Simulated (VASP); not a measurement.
# Ru (P6_3/mmc) in VASP: notebook

The runs below take Ru through single point, with PBE.

Program: VASP 6.6.1. These are calculated values, not measurements. Logs are shortened: lines on timing, memory, paths and dates and some standing lists are left out, and cuts for length are marked.

## Step 1: The cell of the first run

It takes space group P6_3/mmc (No. 194, hexagonal). Conventional cell: a = 2.724 Å, b = 2.724 Å, c = 4.289 Å, α = 90.00°, β = 90.00°, γ = 120.00°. Within 3.5 Å of Ru (site symmetry -6m2) lie 12 Ru at 2.66 to 2.72 Å.

## Step 2: Single point, PBE

INCAR

```
ALGO = Normal ; EDIFF = 1E-7
ENCUT = 520 ; GGA = PE
ISIF = 2 ; ISMEAR = 0
LASPH = True ; LCHARG = False
LREAL = False ; LWAVE = False
NBANDS = 21 ; NELM = 80
PREC = Accurate ; SIGMA = 0.2
```

KPOINTS

```
k-points
0
Gamma
  13 13 7
```

POSCAR

```
Ru
1.0
    2.7235595794      0.0000000000      0.0000000000
   -1.3617797897      2.3586717845      0.0000000000
    0.0000000000      0.0000000000      4.2890849607
Ru
2
Direct
    0.3333333333      0.6666666667      0.2500000000
    0.6666666667      0.3333333333      0.7500000000
```

Potentials or basis: VASP PAW PBE potentials, release 64 (Ru_pv).

Run with:

```sh
cat potpaw_PBE.64/Ru_pv/POTCAR > POTCAR
mpirun -np 1 vasp_std > vasp.out
```

OUTCAR:

```text
EDIFF = 1E-7
   ENCUT = 520
   GGA = PE
   ISIF = 2
   ISMEAR = 0
   LASPH = True
   LREAL = False
   NELM = 80
   PREC = Accurate

 ion  position               nearest neighbor table
   1  0.333  0.667  0.250-   2 2.66   2 2.66   2 2.66   2 2.66   2 2.66   2 2.66
   2  0.667  0.333  0.750-   1 2.66   1 2.66   1 2.66   1 2.66   1 2.66   1 2.66

  LATTYP: Found a hexagonal cell.
 ALAT       =     2.7235595794
 C/A-ratio  =     1.5748085679

  Lattice vectors:

 A1 = (   2.7235595794,   0.0000000000,   0.0000000000)
 A2 = (  -1.3617797897,   2.3586717845,   0.0000000000)
 A3 = (   0.0000000000,   0.0000000000,   4.2890849607)

Analysis of symmetry for initial positions (statically):
=====================================================================
 Subroutine PRICEL returns:
 Original cell was already a primitive cell.

 Routine SETGRP: Setting up the symmetry group for a
 hexagonal supercell.

 Subroutine GETGRP returns: Found 24 space group operations
 (whereof 12 operations were pure point group operations)
 out of a pool of 24 trial point group operations.

The static configuration has the point symmetry D_3d.
 The point group associated with its full space group is D_6h.

Analysis of symmetry for dynamics (positions and initial velocities):
=====================================================================
 Subroutine PRICEL returns:
 Original cell was already a primitive cell.

 Routine SETGRP: Setting up the symmetry group for a
 hexagonal supercell.

 Subroutine GETGRP returns: Found 24 space group operations
 (whereof 12 operations were pure point group operations)
 out of a pool of 24 trial point group operations.

The dynamic configuration has the point symmetry D_3d.
 The point group associated with its full space group is D_6h.

 Subroutine INISYM returns: Found 24 space group operations
 (whereof 12 operations are pure point group operations),
 and found     1 'primitive' translations

----------------------------------------------------------------------------------------

                                     Primitive cell

  volume of cell :      27.5530

  direct lattice vectors                    reciprocal lattice vectors
     2.723559579  0.000000000  0.000000000     0.367166559  0.211983712  0.000000000
    -1.361779790  2.358671784  0.000000000     0.000000000  0.423967424  0.000000000
     0.000000000  0.000000000  4.289084961     0.000000000  0.000000000  0.233149963

  length of vectors
     2.723559579  2.723559579  4.289084961     0.423967424  0.423967424  0.233149963

  position of ions in fractional coordinates (direct lattice)
     0.333333333  0.666666667  0.250000000
     0.666666667  0.333333333  0.750000000

  ion indices of the primitive-cell ions
   primitive index   ion index
                 1           1
                 2           2

----------------------------------------------------------------------------------------

 KPOINTS: k-points

Automatic generation of k-mesh.
 Grid dimensions read from file:
 generate k-points for:   13   13    7

 Generating k-lattice:

  Cartesian coordinates                     Fractional coordinates (reciprocal lattice)
     0.028243581  0.016306439  0.000000000     0.076923077 -0.000000000  0.000000000
     0.000000000  0.032612879  0.000000000     0.000000000  0.076923077  0.000000000
     0.000000000  0.000000000  0.033307138     0.000000000  0.000000000  0.142857143

  Length of vectors
     0.032612879  0.032612879  0.033307138

  Shift w.r.t. Gamma in fractional coordinates (k-lattice)
     0.000000000  0.000000000  0.000000000

 Subroutine IBZKPT returns following result:
 ===========================================

 Found     84 irreducible k-points:

 Following reciprocal coordinates:
            Coordinates               Weight
  0.000000  0.000000  0.000000      1.000000
  0.076923  0.000000  0.000000      6.000000
  0.153846  0.000000  0.000000      6.000000
  0.230769  0.000000  0.000000      6.000000
  0.307692  0.000000  0.000000      6.000000
  0.384615  0.000000  0.000000      6.000000
[... 16 lines left out ...]
  0.076923  0.000000  0.142857     12.000000
  0.153846  0.000000  0.142857     12.000000
 [... further k-points ...]
   k-points           NKPTS =     84   k-points in BZ     NKDIM =     84   number of bands    NBANDS=     21
   number of dos      NEDOS =    301   number of ions     NIONS =      2
   total plane-waves  NPLWV =  12800
   dimension x,y,z NGX =    20 NGY =   20 NGZ =   32
   dimension x,y,z NGXF=    40 NGYF=   40 NGZF=   64
   ions per type =               2
   NGX,Y,Z   is equivalent  to a cutoff of  12.21, 12.21, 12.40 a.u.
   NGXF,Y,Z  is equivalent  to a cutoff of  24.42, 24.42, 24.81 a.u.
 SYSTEM =  unknown system
   PREC   = accura    normal or accurate (medium, high low for compatibility)
   ISTART =      0    job   : 0-new  1-cont  2-samecut
   ICHARG =      2    charge: 1-file 2-atom 10-const
   ISPIN  =      1    spin polarized calculation?
   LNONCOLLINEAR =      F non collinear calculations
   LSORBIT =      F    spin-orbit coupling
   LASPH  =      T    aspherical Exc in radial PAW
   ENCUT  =  520.0 eV  38.22 Ry    6.18 a.u.   5.06  5.06  7.97*2*pi/ulx,y,z
   NELM   =     80;   NELMIN=  2; NELMDL= -5     # of ELM steps
   EDIFF  = 0.1E-06   stopping-criterion for ELM
   LREAL  =      F    real-space projection
   EDIFFG = 0.1E-05   stopping-criterion for IOM
   NSW    =      0    number of steps for IOM
   IBRION =     -1    ionic relax: 0-MD 1-quasi-New 2-CG
   NFREE  =      0    steps in history (QN), initial steepest desc. (CG)
   ISIF   =      2    stress and relaxation
   ISYM   =      2    0-nonsym 1-usesym 2-fastsym
   POTIM  = 0.5000    time-step for ionic-motion
   TEBEG  =    0.0;   TEEND  =   0.0 temperature during run
   PSTRESS=    0.0 pullay stress
   NELECT =      28.0000    total number of electrons
   NUPDOWN=      -1.0000    fix difference up-down
   EMIN   =  10.00;   EMAX   =-10.00  energy-range for DOS
   EFERMI =   0.00;   METHOD = LEGACY
   ISMEAR =     0;   SIGMA  =   0.20  broadening in eV -4-tet -1-fermi 0-gaus
   EFERMI_NEDOS =   21; number of points for ismear=-14 and -15
   IALGO  =     38    algorithm
   IMIX   =      4    mixing-type and parameters
     AMIX     =   0.40;   BMIX     =  1.00
     AMIX_MAG =   1.60;   BMIX_MAG =  1.00
  volume/ion in A,a.u.               =      13.78        92.97
  Fermi-wavevector in a.u.,A,eV,Ry     =   1.645904  3.110308 36.858181  2.709000
  Thomas-Fermi vector in A             =   2.735622
   LORBIT       =      0    0 simple, 1 ext, 2 COOP (PROOUT), +10 PAW based schemes
   GGA     = PE    functional components
   LHFCALC =     F    Hartree Fock is set to
   AEXX    =    0.0000 exact exchange contribution
   IVDW    =     0    specifies the selected vdW correction
   LEPSILON=     F    determine dielectric tensor
   LRPA    =     F    only Hartree local field effects (RPA)
 non-spin polarized calculation
 Gauss-broadening in eV      SIGMA  =   0.20
  energy-cutoff  :      520.00
  volume of cell :       27.55
 maximum number of plane-waves:       756
   NGX = 11   NGY = 11   NGZ = 15

 number of electron      28.0000012 magnetization

 Free energy of the ion-electron system (eV)
  ---------------------------------------------------
  ext. energy  EPLUGINS =         0.00000000
  ---------------------------------------------------
  free energy    TOTEN  =       -18.47797544 eV

  energy without entropy =      -18.44077613  energy(sigma->0) =      -18.45937579

 E-fermi :  12.6114     XC(G=0): -14.0296

 val. band max:       12.6035083497   @ k =   0.2308   0.0000   0.2857
 cond. band min:      12.6122158740   @ k =   0.3846   0.0000   0.4286
 fundamental gap:      0.0087075243
 Fermi energy:        12.6113607932

 k-point     1 :       0.0000    0.0000    0.0000
  band No.  band energies     occupation
      1     -31.0257      2.00000
      2     -30.1394      2.00000
      3     -30.1394      2.00000
      4     -29.9727      2.00000
      5     -29.9727      2.00000
      6     -29.9251      2.00000
[... 13 lines left out ...]
     20      23.0091      0.00000
     21      23.0242      0.00000

 k-point     2 :       0.0769    0.0000    0.0000
  band No.  band energies     occupation
      1     -31.0065      2.00000
      2     -30.1794      2.00000
      3     -30.1531      2.00000
      4     -30.0145      2.00000
      5     -29.9781      2.00000
      6     -29.9343      2.00000
[... 13 lines left out ...]
     20      23.0091      0.00000
     21      23.0223      0.00000

 k-point     3 :       0.1538    0.0000    0.0000
  band No.  band energies     occupation
      1     -30.9510      2.00000
      2     -30.2902      2.00000
      3     -30.1899      2.00000
      4     -30.1285      2.00000
      5     -29.9940      2.00000
      6     -29.9619      2.00000
[... 13 lines left out ...]
     20      23.0091      0.00000
     21      23.0184      0.00000

 k-point     4 :       0.2308    0.0000    0.0000
  band No.  band energies     occupation
      1     -30.8657      2.00000
      2     -30.4467      2.00000
      3     -30.2844      2.00000
      4     -30.2398      2.00000
      5     -30.0180      2.00000
      6     -30.0077      2.00000
[... 13 lines left out ...]
     20      23.0091      0.00000
     21      23.0150      0.00000

 k-point     5 :       0.3077    0.0000    0.0000
  band No.  band energies     occupation
      1     -30.7616      2.00000
      2     -30.6130      2.00000
      3     -30.4443      2.00000
      4     -30.2909      2.00000
      5     -30.0698      2.00000
      6     -30.0449      2.00000
[... 13 lines left out ...]
     20      23.0088      0.00000
     21      23.0117      0.00000
[... 382 lines left out ...]
     20      23.0092      0.00000
     21      23.0093      0.00000

 k-point    22 :       0.0000    0.0000    0.1429
  band No.  band energies     occupation
      1     -30.9739      2.00000
      2     -30.1312      2.00000
      3     -30.1312      2.00000
      4     -29.9825      2.00000
      5     -29.9810      2.00000
      6     -29.9810      2.00000
[... 13 lines left out ...]
     20      23.0091      0.00000
     21      23.7581      0.00000

 k-point    23 :       0.0769    0.0000    0.1429
  band No.  band energies     occupation
      1     -30.9573      2.00000
      2     -30.1699      2.00000
      3     -30.1445      2.00000
      4     -30.0450      2.00000
      5     -29.9868      2.00000
      6     -29.9677      2.00000
[... 13 lines left out ...]
     20      23.0091      0.00000
     21      23.7530      0.00000

 k-point    24 :       0.1538    0.0000    0.1429
  band No.  band energies     occupation
      1     -30.9105      2.00000
      2     -30.2764      2.00000
      3     -30.1803      2.00000
      4     -30.1649      2.00000
      5     -30.0038      2.00000
      6     -29.9836      2.00000
[... 13 lines left out ...]
     20      23.0091      0.00000
     21      23.7487      0.00000

 [... further k-points ...]
[... 5 lines left out ...]
  --------------------------------------------------------------------------------------
  -------------------------------------------------------------------------------------
  Total       -0.0474658     -0.0474658      0.0205837      0.0000000      0.0000000      0.0000000
  in kB       -2.7600823     -2.7600823      1.1969205      0.0000000      0.0000000      0.0000000
  external PRESSURE =      -1.4410814 kB  Pullay stress =       0.0000000 kB

 VOLUME and BASIS-vectors are now :
 -----------------------------------------------------------------------------
  energy-cutoff  :      520.00
  volume of cell :       27.55
      direct lattice vectors                 reciprocal lattice vectors
     2.723559579  0.000000000  0.000000000     0.367166559  0.211983712  0.000000000
    -1.361779790  2.358671784  0.000000000     0.000000000  0.423967424  0.000000000
     0.000000000  0.000000000  4.289084961     0.000000000  0.000000000  0.233149963

 POSITION                                       TOTAL-FORCE (eV/Angst)
 -----------------------------------------------------------------------------------
     -0.00000      1.57245      1.07227         0.000000      0.000000      0.000000
      1.36178      0.78622      3.21681        -0.000000     -0.000000      0.000000
 -----------------------------------------------------------------------------------
    total drift:                               -0.000000      0.000000     -0.000000

  FREE ENERGIE OF THE ION-ELECTRON SYSTEM (eV)
  ---------------------------------------------------
  free  energy   TOTEN  =       -18.4779754411 eV

  energy  without entropy=      -18.4407761316  energy(sigma->0) =      -18.45937579
```

Wall time 45 s (1 thread of Intel Xeon 8259CL, shared host); peak memory 0.16 GiB.

Results:

```yaml
Free_energy: -18.4780 eV
Pressure: -0.1 GPa
Band_gap_on_the_k_mesh: zero (band 14 reaches 13.99 eV, above the bottom of band 15 at 11.05 eV)
```

Stress tensor (GPa, compression positive):
```
-0.28  0.00  0.00
 0.00 -0.28  0.00
 0.00  0.00  0.12
```

Levels at points of the mesh, in eV from the Fermi level:
| k point | band 10 | band 11 | band 12 | band 13 | band 14 | band 15 | band 16 | band 17 | band 18 | band 19 |
| --- | --- | --- | --- | --- | --- | --- | --- | --- | --- | --- |
| (0.00, 0.00, 0.00) | -2.58 | -2.36 | -1.91 | -1.91 | -1.43 | -1.43 | 1.12 | 1.12 | 1.30 | 10.15 |

## Step 3: Single point, PBE

INCAR

```
PREC = Accurate
ENCUT = 520
EDIFF = 1E-6
ISMEAR = 0
SIGMA = 0.3
LREAL = False
LASPH = True
NELM = 80
ALGO = Normal
ISIF = 2
LWAVE = False
LCHARG = False
GGA = PE
NBANDS = 21
```

KPOINTS

```
regular mesh
0
Gamma
  13 13 7
```

POSCAR is that of step 2.

Potentials or basis: VASP PAW PBE potentials, release 64 (Ru_pv).

Run with:

```sh
cat potpaw_PBE.64/Ru_pv/POTCAR > POTCAR
mpirun -np 1 vasp_std > vasp.out
```

Run time: 41 s. Hardware: 1 thread of Intel Xeon 8259CL, shared host; peak memory 0.16 GiB.

Results (log left out):

```
Free energy            : -18.5011 eV
Pressure               : 0.1 GPa
Band gap on the k mesh : zero (band 14 reaches 13.99 eV, above the bottom of band 15 at 11.05 eV)
```

Stress tensor (GPa, compression positive):
```
-0.14  0.00  0.00
 0.00 -0.14  0.00
 0.00  0.00  0.45
```

Levels at points of the mesh, in eV from the Fermi level:
| k point | band 10 | band 11 | band 12 | band 13 | band 14 | band 15 | band 16 | band 17 | band 18 | band 19 |
| --- | --- | --- | --- | --- | --- | --- | --- | --- | --- | --- |
| (0.00, 0.00, 0.00) | -2.57 | -2.35 | -1.89 | -1.89 | -1.42 | -1.42 | 1.13 | 1.13 | 1.31 | 10.16 |

## Step 4: Single point, PBE

INCAR

```
SYSTEM = Ru
ALGO = Normal
EDIFF = 1E-6
ENCUT = 520
GGA = PE
ISIF = 2
ISMEAR = 0
LASPH = .True.
LCHARG = .False.
LREAL = .False.
LWAVE = .False.
NBANDS = 21
NELM = 80
PREC = Accurate
SIGMA = 0.6
```

KPOINTS

```
k-points
0
Gamma
  13 13 7
  0 0 0
```

POSCAR is that of step 3.

Potentials or basis: VASP PAW PBE potentials, release 64 (Ru_pv).

Run with:

```sh
cat potpaw_PBE.64/Ru_pv/POTCAR > POTCAR
mpirun -np 1 vasp_std > vasp.out
```

OUTCAR:

```text
SYSTEM = Ru
   EDIFF = 1E-6
   ENCUT = 520
   GGA = PE
   ISIF = 2
   ISMEAR = 0
   LASPH = .True.
   LREAL = .False.
   NELM = 80
   PREC = Accurate

 ion  position               nearest neighbor table
   1  0.333  0.667  0.250-   2 2.66   2 2.66   2 2.66   2 2.66   2 2.66   2 2.66
   2  0.667  0.333  0.750-   1 2.66   1 2.66   1 2.66   1 2.66   1 2.66   1 2.66

  LATTYP: Found a hexagonal cell.
 ALAT       =     2.7235595794
 C/A-ratio  =     1.5748085679

  Lattice vectors:

 A1 = (   2.7235595794,   0.0000000000,   0.0000000000)
 A2 = (  -1.3617797897,   2.3586717845,   0.0000000000)
 A3 = (   0.0000000000,   0.0000000000,   4.2890849607)

Analysis of symmetry for initial positions (statically):
=====================================================================
 Subroutine PRICEL returns:
 Original cell was already a primitive cell.

 Routine SETGRP: Setting up the symmetry group for a
 hexagonal supercell.

 Subroutine GETGRP returns: Found 24 space group operations
 (whereof 12 operations were pure point group operations)
 out of a pool of 24 trial point group operations.

[... 155 lines left out ...]

 Free energy of the ion-electron system (eV)
  ---------------------------------------------------
  ext. energy  EPLUGINS =         0.00000000
  ---------------------------------------------------
  free energy    TOTEN  =       -18.62244422 eV

  energy without entropy =      -18.29736468  energy(sigma->0) =      -18.45990445

 E-fermi :  12.5961     XC(G=0): -14.0273

 val. band max:       12.5275693761   @ k =   0.3077   0.2308   0.2857
 cond. band min:      12.6041234747   @ k =   0.3846   0.0769   0.4286
 fundamental gap:      0.0765540986
 Fermi energy:        12.5961168422

 k-point     1 :       0.0000    0.0000    0.0000
  band No.  band energies     occupation
      1     -31.0116      2.00000
      2     -30.1190      2.00000
      3     -30.1190      2.00000
      4     -29.9522      2.00000
      5     -29.9522      2.00000
      6     -29.9098      2.00000
[... 565 lines left out ...]
     20      23.0413      0.00000
     21      23.7558      0.00000

 [... further k-points ...]
[... 5 lines left out ...]
  --------------------------------------------------------------------------------------
  -------------------------------------------------------------------------------------
  Total        0.1205269      0.1205269      0.3586246      0.0000000      0.0000000      0.0000000
  in kB        7.0085092      7.0085092     20.8536305      0.0000000      0.0000000      0.0000000
  external PRESSURE =      11.6235496 kB  Pullay stress =       0.0000000 kB

 VOLUME and BASIS-vectors are now :
 -----------------------------------------------------------------------------
  energy-cutoff  :      520.00
  volume of cell :       27.55
      direct lattice vectors                 reciprocal lattice vectors
     2.723559579  0.000000000  0.000000000     0.367166559  0.211983712  0.000000000
    -1.361779790  2.358671784  0.000000000     0.000000000  0.423967424  0.000000000
     0.000000000  0.000000000  4.289084961     0.000000000  0.000000000  0.233149963

 POSITION                                       TOTAL-FORCE (eV/Angst)
 -----------------------------------------------------------------------------------
     -0.00000      1.57245      1.07227         0.000000      0.000000      0.000000
      1.36178      0.78622      3.21681        -0.000000     -0.000000      0.000000
 -----------------------------------------------------------------------------------
    total drift:                               -0.000000      0.000000     -0.000000

  FREE ENERGIE OF THE ION-ELECTRON SYSTEM (eV)
  ---------------------------------------------------
  free  energy   TOTEN  =       -18.6224442236 eV

  energy  without entropy=      -18.2973646808  energy(sigma->0) =      -18.45990445
```

stdout:

```text
POSCAR found type information on POSCAR Ru
 POSCAR found :  1 types and       2 ions
 scaLAPACK will be used
 LDA part: xc-table for (Slater+PW92), standard interpolation
 POSCAR, INCAR and KPOINTS ok, starting setup
 FFT: planning ... GRIDC
 FFT: planning ... GRID_SOFT
 FFT: planning ... GRID
 WAVECAR not read
 entering main loop
```

Wall time 49 s (1 thread of Intel Xeon 8259CL, shared host); peak memory 0.16 GiB.

What came out:

```
Free energy            : -18.6224 eV
Pressure               : 1.2 GPa
Band gap on the k mesh : zero (band 14 reaches 14.00 eV, above the bottom of band 15 at 11.06 eV)
```

[end of part 1 of 2]
